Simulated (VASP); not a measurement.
# NbSnSe4 (P2/c) in VASP: notebook, part 2 of 2

VASP 6.6.1. The steps go on from the part before.

## 3. Relaxation of cell and atoms, PBE

This run uses another cell than the first one, of 24.97 Å³/atom.

INCAR

```
SYSTEM = NbSnSe4
PREC = Accurate
ENCUT = 500
EDIFF = 1E-7
ISMEAR = 0
SIGMA = 0.15
LREAL = .FALSE.
LASPH = .TRUE.
NELM = 120
ALGO = Normal
ISIF = 3
LWAVE = .FALSE.
LCHARG = .FALSE.
GGA = PE
IBRION = 2
NSW = 36
EDIFFG = -0.08
GGA_COMPAT = .FALSE.
NELMIN = 4
```

KPOINTS

```
Automatic mesh
0
G
  2 2 2
  0 0 0
```

POSCAR

```
NbSnSe4
1.0
    6.1000000000      0.0000000000      0.0000000000
    0.0000000000      7.5000000000      0.0000000000
   -0.0571588100      0.0000000000      6.5497506000
Nb Sn Se
2 2 8
Direct
    0.0000000000      0.1800000000      0.2500000000
    0.0000000000      0.8200000000      0.7500000000
    0.5000000000      0.3400000000      0.7500000000
    0.5000000000      0.6600000000      0.2500000000
    0.7400000000      0.3800000000      0.1100000000
    0.2600000000      0.3800000000      0.3900000000
    0.2200000000      0.1100000000      0.9200000000
    0.7800000000      0.1100000000      0.5800000000
    0.7400000000      0.6200000000      0.6100000000
    0.2600000000      0.6200000000      0.8900000000
    0.2200000000      0.8900000000      0.4200000000
    0.7800000000      0.8900000000      0.0800000000
```

Potentials or basis: VASP PAW PBE potentials, release 64 (Nb_sv, Sn_d, Se).

The run is started by

```sh
cat potpaw_PBE.64/Nb_sv/POTCAR potpaw_PBE.64/Sn_d/POTCAR potpaw_PBE.64/Se/POTCAR > POTCAR
mpirun -np 1 vasp_std > vasp.out
```

OUTCAR:

```text
SYSTEM = NbSnSe4
   PREC = Accurate
   ENCUT = 500
   EDIFF = 1E-7
   ISMEAR = 0
   LREAL = .FALSE.
   LASPH = .TRUE.
   NELM = 120
   ISIF = 3
   GGA = PE
   IBRION = 2
   NSW = 36
   EDIFFG = -0.08
   NELMIN = 4

 ion  position               nearest neighbor table
   1  0.000  0.180  0.250-   5 2.36   6 2.36   7 2.61   8 2.61  11 2.78  12 2.78
   2  0.000  0.820  0.750-   9 2.36  10 2.36  11 2.61  12 2.61   7 2.78   8 2.78
   3  0.500  0.340  0.750-   7 2.68   8 2.68   9 2.72  10 2.72   5 2.78   6 2.78
   4  0.500  0.660  0.250-  11 2.68  12 2.68   5 2.72   6 2.72   9 2.78  10 2.78
   5  0.740  0.380  0.110-   1 2.36   4 2.72   3 2.78
   6  0.260  0.380  0.390-   1 2.36   4 2.72   3 2.78
   7  0.220  0.110  0.920-   1 2.61   3 2.68   2 2.78
   8  0.780  0.110  0.580-   1 2.61   3 2.68   2 2.78
   9  0.740  0.620  0.610-   2 2.36   3 2.72   4 2.78
  10  0.260  0.620  0.890-   2 2.36   3 2.72   4 2.78
  11  0.220  0.890  0.420-   2 2.61   4 2.68   1 2.78
  12  0.780  0.890  0.080-   2 2.61   4 2.68   1 2.78
[... 850 lines left out ...]

--------------------------------------- Ionic step       11  -------------------------------------------

 number of electron     101.9999990 magnetization

------------------------ aborting loop because EDIFF is reached ----------------------------------------
[... 87 lines left out ...]
--------------------------------------- Ionic step       13  -------------------------------------------

 number of electron     101.9999993 magnetization

 Free energy of the ion-electron system (eV)
  ---------------------------------------------------
  ext. energy  EPLUGINS =         0.00000000
  ---------------------------------------------------
  free energy    TOTEN  =       -61.46528679 eV

  energy without entropy =      -61.39844270  energy(sigma->0) =      -61.43186474

 E-fermi :   3.8991     XC(G=0):  -9.2617

 val. band max:        3.7500167280   @ k =   0.5000   0.5000   0.0000
 cond. band min:       3.9148237741   @ k =   0.0000   0.5000   0.5000
 fundamental gap:      0.1648070461
 Fermi energy:         3.8990956521

 k-point     1 :       0.0000    0.0000    0.0000
  band No.  band energies     occupation
      1     -51.7409      2.00000
      2     -51.7403      2.00000
      3     -27.8357      2.00000
      4     -27.8337      2.00000
      5     -27.7980      2.00000
      6     -27.7886      2.00000
[... 540 lines left out ...]
  FREE ENERGIE OF THE ION-ELECTRON SYSTEM (eV)
  ---------------------------------------------------
  free  energy   TOTEN  =       -61.4652867935 eV

  energy  without entropy=      -61.3984426958  energy(sigma->0) =      -61.43186474

 reached required accuracy - stopping structural energy minimisation
```

OSZICAR:

```text
N       E                     dE             d eps       ncg     rms          rms(c)
DAV:   1     0.118946553219E+04    0.11895E+04   -0.44631E+04   976   0.173E+03
DAV:   2     0.170594950417E+03   -0.10189E+04   -0.99250E+03   984   0.522E+02
DAV:   3    -0.444694293357E+02   -0.21506E+03   -0.20795E+03  1373   0.217E+02
[... 169 lines left out ...]
DAV:   7    -0.614652821252E+02   -0.13410E-04   -0.93042E-05  1664   0.473E-02    0.206E-02
DAV:   8    -0.614652863016E+02   -0.41764E-05   -0.15184E-05  1368   0.192E-02    0.587E-03
DAV:   9    -0.614652865620E+02   -0.26042E-06   -0.22763E-06  1384   0.788E-03    0.301E-03
DAV:  10    -0.614652867908E+02   -0.22877E-06   -0.28913E-07   928   0.294E-03    0.100E-03
DAV:  11    -0.614652867935E+02   -0.27194E-08   -0.55872E-08   680   0.156E-03
  13 F= -.61465287E+02 E0= -.61431865E+02  d E =-.263314E-01
```

It took 18 min on 1 thread of AMD EPYC 9R45 (Zen 5), shared host; peak memory 0.4 GiB.

Results:

```yaml
Free_energy: -61.4653 eV
Relaxed_volume: 27.11 Å³/atom
Relaxed_cell: a = 6.166 Å, b = 7.982 Å, c = 6.614 Å, α = 90.00°, β = 92.04°, γ = 90.00°
Space_group_after_relaxing_to_0.1_Å: P2/c (No. 13)
Energy_gained_by_relaxing: 82.6 meV/atom
Ionic_steps: 13
Pressure_after_relaxing: -0.1 GPa
Largest_force_after_relaxing: 0.069 eV/Å
Band_gap_on_the_k_mesh: zero (bands 51 and 52 overlap by 0.49 eV)
```

Forces on the atoms (eV/Å):
```
Nb   0.000  0.067  0.000
Nb   0.000 -0.067  0.000
Sn   0.000  0.019  0.000
Sn   0.000 -0.019  0.000
Se  -0.027  0.015 -0.001
Se   0.027  0.015  0.001
Se   0.014 -0.044  0.051
Se  -0.014 -0.044 -0.051
Se  -0.027 -0.015 -0.001
Se   0.027 -0.015  0.001
Se   0.014  0.044  0.051
Se  -0.014  0.044 -0.051
```

Step by step:
```csv
step,energy change (eV),largest force (eV/Å),pressure (GPa),volume (Å³)
1,0.0000,1.7536,5.41,299.65
2,-0.4621,0.9569,-3.29,337.68
3,-0.6032,0.8921,-0.88,324.21
4,-0.8243,0.4478,-0.33,324.12
5,-0.8963,0.2355,0.39,324.00
6,-0.9173,0.2128,-0.19,327.40
7,-0.9182,0.2083,-0.32,328.23
8,-0.9335,0.1629,-0.07,327.23
9,-0.9433,0.2720,0.38,325.54
10,-0.9521,0.2244,0.23,326.00
11,-0.9652,0.1417,-0.20,327.36
12,-0.9748,0.1230,-0.17,326.85
13,-0.9916,0.0694,-0.07,325.32
```

Final structure:
```cif
data_structure
_symmetry_space_group_name_H-M 'P 1'
_symmetry_Int_Tables_number 1
_cell_length_a 6.1660
_cell_length_b 7.9817
_cell_length_c 6.6143
_cell_angle_alpha 90.000
_cell_angle_beta 92.044
_cell_angle_gamma 90.000
_cell_volume 325.32
loop_
_atom_site_label
_atom_site_type_symbol
_atom_site_fract_x
_atom_site_fract_y
_atom_site_fract_z
_atom_site_occupancy
Nb1 Nb 0.00000 0.17124 0.25000 1
Nb2 Nb 0.00000 0.82876 0.75000 1
Sn1 Sn 0.50000 0.31217 0.75000 1
Sn2 Sn 0.50000 0.68783 0.25000 1
Se1 Se 0.74841 0.38126 0.10774 1
Se2 Se 0.25159 0.38126 0.39226 1
Se3 Se 0.21481 0.09011 0.93594 1
Se4 Se 0.78519 0.09011 0.56406 1
Se5 Se 0.74841 0.61874 0.60774 1
Se6 Se 0.25159 0.61874 0.89226 1
Se7 Se 0.21481 0.90989 0.43594 1
Se8 Se 0.78519 0.90989 0.06406 1
```

Caveat: the k points lie up to 0.51 Å⁻¹ apart in the final cell; spin-orbit coupling is left out, which moves the levels of the heavy elements; the relaxation stopped at a loose force limit of 0.08 eV/Å, so its end isn't a converged minimum.

## 4. Single point, PBE, collinear spin, zero start

INCAR

```
SYSTEM = NbSnSe4
  PREC = Accurate
  ENCUT = 500
  EDIFF = 1E-6
  ISMEAR = 0
  SIGMA = 0.1
  LREAL = .FALSE.
  LASPH = .TRUE.
  NELM = 200
  ALGO = Normal
  ISIF = 2
  LWAVE = .FALSE.
  LCHARG = .FALSE.
  ISPIN = 2
  MAGMOM = 0 0 0 0 0 0 0 0 0 0 0 0
  LORBIT = 11
  LMAXMIX = 4
  GGA = PE
  NBANDS = 67
  GGA_COMPAT = .FALSE.
```

KPOINTS

```
Automatic mesh
0
G
  4 2 4
  0 0 0
```

POSCAR

```
NbSnSe4
1.0
    6.1590140032      0.0000000000      0.0000000000
    0.0000000000      7.9796494621      0.0000000000
   -0.1800357283      0.0000000000      6.5782094086
Nb Sn Se
2 2 8
Direct
    0.0000000000      0.1747905821      0.2500000000
    0.0000000000      0.8252094179      0.7500000000
    0.5000000000      0.3120123513      0.7500000000
    0.5000000000      0.6879876487      0.2500000000
    0.7467092983      0.3840346048      0.1090408148
    0.2532907017      0.3840346048      0.3909591852
    0.2177968190      0.0842163445      0.9390161989
    0.7822031810      0.0842163445      0.5609838011
    0.7467092983      0.6159653952      0.6090408148
    0.2532907017      0.6159653952      0.8909591852
    0.2177968190      0.9157836555      0.4390161989
    0.7822031810      0.9157836555      0.0609838011
```

Potentials or basis: VASP PAW PBE potentials, release 64 (Nb_sv, Sn_d, Se).

The run is started by

```sh
cat potpaw_PBE.64/Nb_sv/POTCAR potpaw_PBE.64/Sn_d/POTCAR potpaw_PBE.64/Se/POTCAR > POTCAR
mpirun -np 1 vasp_std > vasp.out
```

OUTCAR:

```text
SYSTEM = NbSnSe4
   PREC = Accurate
   ENCUT = 500
   EDIFF = 1E-6
   ISMEAR = 0
   LREAL = .FALSE.
   LASPH = .TRUE.
   NELM = 200
   ISIF = 2
   ISPIN = 2
   LORBIT = 11
   GGA = PE

 ion  position               nearest neighbor table
   1  0.000  0.175  0.250-   5 2.45   6 2.45   7 2.58   8 2.58  11 2.74  12 2.74
   2  0.000  0.825  0.750-   9 2.45  10 2.45  11 2.58  12 2.58   7 2.74   8 2.74
   3  0.500  0.312  0.750-   7 2.83   8 2.83   5 2.83   6 2.83   9 3.02  10 3.02
   4  0.500  0.688  0.250-  11 2.83  12 2.83   9 2.83  10 2.83   5 3.02   6 3.02
   5  0.747  0.384  0.109-   1 2.45   3 2.83   4 3.02
   6  0.253  0.384  0.391-   1 2.45   3 2.83   4 3.02
   7  0.218  0.084  0.939-   1 2.58   2 2.74   3 2.83
   8  0.782  0.084  0.561-   1 2.58   2 2.74   3 2.83
   9  0.747  0.616  0.609-   2 2.45   4 2.83   3 3.02
  10  0.253  0.616  0.891-   2 2.45   4 2.83   3 3.02
  11  0.218  0.916  0.439-   2 2.58   1 2.74   4 2.83
  12  0.782  0.916  0.061-   2 2.58   1 2.74   4 2.83

  LATTYP: Found a simple monoclinic cell.
[... 2908 lines left out ...]

  FREE ENERGIE OF THE ION-ELECTRON SYSTEM (eV)
  ---------------------------------------------------
  free  energy   TOTEN  =       -61.5353336163 eV

  energy  without entropy=      -61.5114983562  energy(sigma->0) =      -61.52341599

 total charge

# of ion       s       p       d       tot
------------------------------------------
    1        2.177   6.023   2.314  10.514
    2        2.177   6.023   2.314  10.514
    3        1.271   0.761  10.011  12.042
    4        1.271   0.761  10.011  12.042
    5        1.473   2.324   0.027   3.825
    6        1.473   2.324   0.027   3.825
    7        1.468   2.325   0.030   3.824
    8        1.468   2.325   0.030   3.824
    9        1.473   2.324   0.027   3.825
   10        1.473   2.324   0.027   3.825
   11        1.468   2.325   0.030   3.824
   12        1.468   2.325   0.030   3.824
--------------------------------------------------
tot         18.660  32.165  24.881  75.706

 magnetization (x)

# of ion       s       p       d       tot
------------------------------------------
    1        0.000  -0.000   0.000   0.000
    2        0.000  -0.000   0.000   0.000
    3        0.000  -0.000  -0.000   0.000
    4        0.000  -0.000  -0.000   0.000
    5        0.000   0.000   0.000   0.000
    6        0.000   0.000   0.000   0.000
    7        0.000  -0.000   0.000  -0.000
    8        0.000  -0.000   0.000  -0.000
    9        0.000   0.000   0.000   0.000
   10        0.000   0.000   0.000   0.000
   11        0.000  -0.000   0.000  -0.000
   12        0.000  -0.000   0.000  -0.000
--------------------------------------------------
tot          0.000  -0.000   0.000   0.000
```

stdout:

```text
POSCAR found type information on POSCAR NbSnSe
 POSCAR found :  3 types and      12 ions
 scaLAPACK will be used
 LDA part: xc-table for (Slater+PW92), standard interpolation
 POSCAR, INCAR and KPOINTS ok, starting setup
 FFT: planning ... GRIDC
 FFT: planning ... GRID_SOFT
 FFT: planning ... GRID
 WAVECAR not read
 entering main loop
```

It took 15 min on 1 thread of Intel Xeon Platinum 8488C (Sapphire Rapids), shared host; peak memory 0.82 GiB.

Results:

```yaml
Free_energy: -61.5353 eV
Pressure: -0.4 GPa
Largest_force: 0.131 eV/Å
Band_gap_on_the_k_mesh: zero (filled and empty bands overlap)
Net_moment: 0.00 μB per cell
Valence_electrons_inside_the_program's_atomic_spheres: Nb 10.51; Sn 12.04; Se 3.83, 3.82 (each value once)
```

Forces on the atoms (eV/Å):
```
Nb   0.000 -0.010  0.000
Nb   0.000  0.010  0.000
Sn   0.000 -0.125  0.000
Sn   0.000  0.125  0.000
Se   0.036  0.012 -0.036
Se  -0.036  0.012  0.036
Se   0.114  0.042  0.050
Se  -0.114  0.042 -0.050
Se   0.036 -0.012 -0.036
Se  -0.036 -0.012  0.036
Se   0.114 -0.042  0.050
Se  -0.114 -0.042 -0.050
```

Caveat: the k points lie up to 0.39 Å⁻¹ apart; spin-orbit coupling is left out, which moves the levels of the heavy elements.

## 5. Summary

| task | spin | cell | k mesh | smearing | gap on the mesh (eV) | pressure (GPa) | largest force (eV/Å) |
| --- | --- | --- | --- | --- | --- | --- | --- |
| single point | off | a = 6.159, b = 7.980, c = 6.581 Å, angles 90.0, 91.6, 90.0°, 12 atoms, atomic positions A | 2 × 2 × 2 | gaussian 0.15 eV | none | 0.1 | 0.07 |
| relaxation of cell and atoms | off | relaxed from a = 6.100, b = 7.500, c = 6.550 Å, angles 90.0, 90.5, 90.0°, 12 atoms, atomic positions B | 2 × 2 × 2 | gaussian 0.15 eV | none | -0.1 | 0.07 |
| single point | collinear, zero start | a = 6.159, b = 7.980, c = 6.581 Å, angles 90.0, 91.6, 90.0°, 12 atoms, atomic positions A | 4 × 2 × 4 | gaussian 0.1 eV | none | -0.4 | 0.13 |

Alike in all rows: level PBE; potentials or basis VASP PAW PBE potentials, release 64 (Nb_sv, Sn_d, Se); cutoff (eV) 500.

Caveats: all runs use coarse meshes; spin-orbit coupling is left out, which moves the levels of the heavy elements; the relaxation stopped at a loose force limit of 0.08 eV/Å, so its end isn't a converged minimum (at least some runs).

Absolute energies hang on the potentials; compare differences alone.
